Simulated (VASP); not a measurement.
# TiNi (Pm-3m) in VASP: notebook, part 2 of 2

VASP 6.6.1. Earlier steps stand in the parts before.

**3. Single point, r2SCAN (volume scaled by 0.97)**

Contents of POSCAR:

```
TiNi
1.0
    2.9583942264      0.0000000000      0.0000000000
    0.0000000000      2.9583942264      0.0000000000
    0.0000000000      0.0000000000      2.9583942264
Ti Ni
1 1
Direct
    0.5000000000      0.5000000000      0.5000000000
    0.0000000000      0.0000000000      0.0000000000
```

Contents of INCAR.step1:

```
PREC = Accurate
ENCUT = 520
ISMEAR = 0
SIGMA = 0.1
LREAL = False
LASPH = True
NELM = 100
NBANDS = 18
GGA = PE
ALGO = Normal
EDIFF = 1E-4
LWAVE = True
LCHARG = False
```

Contents of INCAR.step2:

```
PREC = Accurate
ENCUT = 520
EDIFF = 1E-7
ISMEAR = 0
SIGMA = 0.1
LREAL = False
LASPH = True
NELM = 100
ALGO = Normal
ISIF = 2
LWAVE = False
LCHARG = False
METAGGA = R2SCAN
LMIXTAU = True
NBANDS = 18
ISTART = 1
```

Contents of KPOINTS:

```
Automatic mesh
0
Gamma
  14 14 14
```

Potentials or basis: VASP PAW PBE potentials, release 64 (Ti_sv, Ni).

On the command line:

```console
$ cat potpaw_PBE.64/Ti_sv/POTCAR potpaw_PBE.64/Ni/POTCAR > POTCAR
$ cp INCAR.step1 INCAR
$ mpirun -np 1 vasp_std > vasp.out
$ cp INCAR.step2 INCAR
$ mpirun -np 1 vasp_std > vasp.out
```

OUTCAR:

```text
PREC = Accurate
   ENCUT = 520
   EDIFF = 1E-7
   ISMEAR = 0
   LREAL = False
   LASPH = True
   NELM = 100
   ISIF = 2
   METAGGA = R2SCAN
   ISTART = 1

 ion  position               nearest neighbor table
   1  0.500  0.500  0.500-   2 2.56   2 2.56   2 2.56   2 2.56   2 2.56   2 2.56   2 2.56   2 2.56

   2  0.000  0.000  0.000-   1 2.56   1 2.56   1 2.56   1 2.56   1 2.56   1 2.56   1 2.56   1 2.56

  LATTYP: Found a simple cubic cell.
 ALAT       =     2.9583942264

  Lattice vectors:

[... 692 lines left out ...]
------------------------ aborting loop because EDIFF is reached ----------------------------------------

  FORCE on cell =-STRESS in cart. coord.  units (eV):
  Direction    XX          YY          ZZ          XY          YZ          ZX
  --------------------------------------------------------------------------------------
  -------------------------------------------------------------------------------------
  Total        0.9998146      0.9998146      0.9998146      0.0000000      0.0000000      0.0000000
  in kB       61.8674067     61.8674067     61.8674067      0.0000000      0.0000000      0.0000000
  external PRESSURE =      61.8674067 kB  Pullay stress =       0.0000000 kB

 VOLUME and BASIS-vectors are now :
 -----------------------------------------------------------------------------
  energy-cutoff  :      520.00
  volume of cell :       25.89
      direct lattice vectors                 reciprocal lattice vectors
     2.958394226  0.000000000  0.000000000     0.338021211  0.000000000  0.000000000
     0.000000000  2.958394226  0.000000000     0.000000000  0.338021211  0.000000000
     0.000000000  0.000000000  2.958394226     0.000000000  0.000000000  0.338021211

 POSITION                                       TOTAL-FORCE (eV/Angst)
 -----------------------------------------------------------------------------------
      1.47920      1.47920      1.47920         0.000000      0.000000      0.000000
      0.00000      0.00000      0.00000         0.000000      0.000000      0.000000
 -----------------------------------------------------------------------------------
    total drift:                                0.000000      0.000000     -0.000000

  FREE ENERGIE OF THE ION-ELECTRON SYSTEM (eV)
  ---------------------------------------------------
  free  energy   TOTEN  =       -25.5621879354 eV

  energy  without entropy=      -25.5496900857  energy(sigma->0) =      -25.55593901
```

Run time: 92 s. Hardware: 1 thread of Intel Xeon Platinum 8488C (Sapphire Rapids), shared host; peak memory 0.19 GiB.

Results:

| Property | Result |
| --- | --- |
| Free energy | -25.5622 eV |
| Pressure | 6.2 GPa |
| Band gap on the k mesh | zero (band 11 reaches 10.54 eV, above the bottom of band 12 at 8.64 eV) |

Caveat: the cell differs from its parent crystal (volume scaled by 0.97); the PAW data sets were made with another functional, which shifts forces and pressure a little. Spin polarisation is off, so any magnetic state and its effect on volume and gap are missing.

**4. Single point, r2SCAN**

This run uses another cell than the first one, of 13.35 Å³/atom, 1.064 times its volume.

Contents of POSCAR:

```
TiNi
1.0
    2.9885840077      0.0000000000      0.0000000000
    0.0000000000      2.9885840077      0.0000000000
    0.0000000000      0.0000000000      2.9885840077
Ti Ni
1 1
Direct
    0.5000000000      0.5000000000      0.5000000000
    0.0000000000      0.0000000000      0.0000000000
```

Contents of INCAR.step1:

```
SYSTEM = TiNi
ALGO = Normal ; EDIFF = 1E-4
ENCUT = 520 ; GGA = PE
ISMEAR = 0 ; LASPH = .True.
LCHARG = .False. ; LREAL = .False.
LWAVE = .True. ; NBANDS = 18
NELM = 60 ; PREC = Accurate
SIGMA = 0.1
```

Contents of INCAR.step2:

```
SYSTEM = TiNi
ALGO = Normal ; EDIFF = 1E-7
ENCUT = 520 ; ISIF = 2
ISMEAR = 0 ; ISTART = 1
LASPH = .True. ; LCHARG = .False.
LMIXTAU = .True. ; LREAL = .False.
LWAVE = .False. ; METAGGA = R2SCAN
NBANDS = 18 ; NELM = 60
PREC = Accurate ; SIGMA = 0.1
```

Contents of KPOINTS:

```
k-points
0
Gamma
  14 14 14
  0 0 0
```

On the command line:

```console
$ cat potpaw_PBE.64/Ti_sv/POTCAR potpaw_PBE.64/Ni/POTCAR > POTCAR
$ cp INCAR.step1 INCAR
$ mpirun -np 1 vasp_std > vasp.out
$ cp INCAR.step2 INCAR
$ mpirun -np 1 vasp_std > vasp.out
```

Run time: 94 s. Hardware: 1 thread of Intel Xeon Platinum 8488C (Sapphire Rapids), shared host; peak memory 0.19 GiB.

Results (log left out):

* Free energy: -25.5790 eV
* Pressure: 0.5 GPa
* Band gap on the k mesh: zero (band 11 reaches 10.12 eV, above the bottom of band 12 at 8.28 eV)

Levels at points of the mesh, in eV from the Fermi level:
| k point | band 7 | band 8 | band 9 | band 10 | band 11 | band 12 | band 13 | band 14 | band 15 | band 16 |
| --- | --- | --- | --- | --- | --- | --- | --- | --- | --- | --- |
| (0.00, 0.00, 0.00) | -4.05 | -2.07 | -2.07 | -2.07 | 0.53 | 0.53 | 2.71 | 2.71 | 2.71 | 9.06 |
| (0.50, 0.00, 0.00) | -2.87 | -2.20 | -2.20 | -1.77 | -0.67 | -0.64 | 0.69 | 0.69 | 2.35 | 4.03 |
| (0.50, 0.50, 0.00) | -2.86 | -2.86 | -1.33 | -0.75 | 0.33 | 0.33 | 1.02 | 2.38 | 2.38 | 3.26 |
| (0.50, 0.50, 0.50) | -2.97 | -2.30 | -2.30 | -2.30 | -1.30 | -1.30 | 3.33 | 3.33 | 6.62 | 8.28 |

Caveat: the PAW data sets were made with another functional, which shifts forces and pressure a little. Spin polarisation is off, so any magnetic state and its effect on volume and gap are missing.

**5. Single point, r2SCAN (volume scaled by 1.03)**

Contents of POSCAR:

```
TiNi
1.0
    3.0181758729      0.0000000000      0.0000000000
    0.0000000000      3.0181758729      0.0000000000
    0.0000000000      0.0000000000      3.0181758729
Ti Ni
1 1
Direct
    0.5000000000      0.5000000000      0.5000000000
    0.0000000000      0.0000000000      0.0000000000
```

Contents of INCAR.step1:

```
ALGO = Normal
EDIFF = 1E-4
ENCUT = 520
GGA = PE
ISMEAR = 0
LASPH = T
LCHARG = F
LREAL = F
LWAVE = T
NBANDS = 18
NELM = 60
PREC = Accurate
SIGMA = 0.1
```

Contents of INCAR.step2:

```
ALGO = Normal
EDIFF = 1E-6
ENCUT = 520
ISIF = 2
ISMEAR = 0
ISTART = 1
LASPH = T
LCHARG = T
LELF = T
LMIXTAU = T
LREAL = F
LVHAR = T
LWAVE = F
METAGGA = R2SCAN
NBANDS = 18
NELM = 60
PREC = Accurate
SIGMA = 0.1
```

Contents of KPOINTS:

```
k-points
0
Gamma
  14 14 14
```

On the command line:

```console
$ cat potpaw_PBE.64/Ti_sv/POTCAR potpaw_PBE.64/Ni/POTCAR > POTCAR
$ cp INCAR.step1 INCAR
$ mpirun -np 1 vasp_std > vasp.out
$ cp INCAR.step2 INCAR
$ mpirun -np 1 vasp_std > vasp.out
```

Run time: 92 s. Hardware: 1 thread of Intel Xeon Platinum 8488C (Sapphire Rapids), shared host; peak memory 0.19 GiB.

Results (log left out):

* Free energy: -25.5695 eV
* Pressure: -4.4 GPa
* Band gap on the k mesh: zero (band 11 reaches 9.73 eV, above the bottom of band 12 at 7.95 eV)

Levels at points of the mesh, in eV from the Fermi level:
```
           k point  band 9  band 10  band 11  band 12  band 13  band 14
(0.00, 0.00, 0.00)   -1.99    -1.99     0.52     0.52     2.60     2.60
(0.50, 0.00, 0.00)   -2.12    -1.70    -0.64    -0.62     0.67     0.67
(0.50, 0.50, 0.00)   -1.28    -0.73     0.30     0.30     0.98     2.29
(0.50, 0.50, 0.50)   -2.20    -2.20    -1.25    -1.25     3.21     3.21
```

Caveat: the cell differs from its parent crystal (volume scaled by 1.03); the PAW data sets were made with another functional, which shifts forces and pressure a little. Spin polarisation is off, so any magnetic state and its effect on volume and gap are missing.

**6. Single point, r2SCAN (volume scaled by 1.06)**

Contents of POSCAR:

```
TiNi
1.0
    3.0471985752      0.0000000000      0.0000000000
    0.0000000000      3.0471985752      0.0000000000
    0.0000000000      0.0000000000      3.0471985752
Ti Ni
1 1
Direct
    0.5000000000      0.5000000000      0.5000000000
    0.0000000000      0.0000000000      0.0000000000
```

Contents of INCAR.step1:

```
SYSTEM = TiNi
ALGO = Normal ; EDIFF = 1E-4
ENCUT = 520 ; GGA = PE
ISMEAR = 0 ; LASPH = .True.
LCHARG = .False. ; LREAL = .False.
LWAVE = .True. ; NBANDS = 18
NELM = 100 ; PREC = Accurate
SIGMA = 0.1
```

Contents of INCAR.step2:

```
SYSTEM = TiNi
ALGO = Normal ; EDIFF = 1E-6
ENCUT = 520 ; ISIF = 2
ISMEAR = 0 ; ISTART = 1
LASPH = .True. ; LCHARG = .True.
LELF = .True. ; LMIXTAU = .True.
LREAL = .False. ; LVHAR = .True.
LWAVE = .False. ; METAGGA = R2SCAN
NBANDS = 18 ; NELM = 100
PREC = Accurate ; SIGMA = 0.1
```

Contents of KPOINTS:

```
k-points
0
Gamma
  14 14 14
  0 0 0
```

Potentials or basis: VASP PAW PBE potentials, release 64 (Ti_sv, Ni).

On the command line:

```console
$ cat potpaw_PBE.64/Ti_sv/POTCAR potpaw_PBE.64/Ni/POTCAR > POTCAR
$ cp INCAR.step1 INCAR
$ mpirun -np 1 vasp_std > vasp.out
$ cp INCAR.step2 INCAR
$ mpirun -np 1 vasp_std > vasp.out
```

Run time: 89 s. Hardware: 1 thread of Intel Xeon Platinum 8488C (Sapphire Rapids), shared host; peak memory 0.19 GiB.

The run converged. Its results:

```
Free energy            : -25.5375 eV
Pressure               : -8.6 GPa
Band gap on the k mesh : zero (band 11 reaches 9.35 eV, above the bottom of band 12 at 7.64 eV)
```

Levels at points of the mesh, in eV from the Fermi level:
| k point | band 8 | band 9 | band 10 | band 11 | band 12 | band 13 | band 14 | band 15 |
| --- | --- | --- | --- | --- | --- | --- | --- | --- |
| (0.00, 0.00, 0.00) | -1.92 | -1.92 | -1.92 | 0.51 | 0.51 | 2.50 | 2.50 | 2.50 |
| (0.50, 0.00, 0.00) | -2.04 | -2.04 | -1.64 | -0.63 | -0.58 | 0.66 | 0.66 | 2.18 |
| (0.50, 0.50, 0.00) | -2.65 | -1.24 | -0.71 | 0.28 | 0.28 | 0.95 | 2.20 | 2.20 |
| (0.50, 0.50, 0.50) | -2.12 | -2.12 | -2.12 | -1.21 | -1.21 | 3.09 | 3.09 | 6.22 |

Caveat: the cell differs from its parent crystal (volume scaled by 1.06); the PAW data sets were made with another functional, which shifts forces and pressure a little.

**7. Summary**

| cell | gap on the mesh (eV) | pressure (GPa) |
| --- | --- | --- |
| a = 2.928 Å, 2 atoms | none | 12.8 |
| a = 2.958 Å, 2 atoms | none | 6.2 |
| a = 2.989 Å, 2 atoms | none | 0.5 |
| a = 3.018 Å, 2 atoms | none | -4.4 |
| a = 3.047 Å, 2 atoms | none | -8.6 |

Alike in all rows: task single point; level r2SCAN; potentials or basis VASP PAW PBE potentials, release 64 (Ti_sv, Ni); no spin polarisation; k mesh 14 × 14 × 14; cutoff (eV) 520; smearing gaussian 0.1 eV.

Caveats: the PAW data sets were made with another functional, which shifts forces and pressure a little.

Total energies depend on the potentials used, so only differences within one code and one set of settings carry meaning.
